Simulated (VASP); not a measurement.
Bi:

```
Bi
1.0
    -2.02029    2.02029    2.02029
     2.02029   -2.02029    2.02029
     2.02029    2.02029   -2.02029
Bi
1
Direct
  0.00000 0.00000 0.00000
```

Base run:

| Quantity | Value |
| --- | --- |
| Program | VASP 6.6.1 |
| Functional | r2SCAN |
| Potentials or basis | VASP PAW PBE potentials, release 64 (Bi_d) |
| Cutoff | 520 eV |
| k mesh | 9 × 9 × 9 |
| Occupations | fermi-dirac, width 0.05 eV |
| Spin | no spin polarisation |

Its results: pressure -2.9 GPa.

Q: The run is repeated on the same cell with these changes: functional from r2SCAN to PBE. What comes out?

A: Pressure -2.1 GPa.

Caveats: the PAW data sets were made with another functional, which shifts forces and pressure a little (some runs).
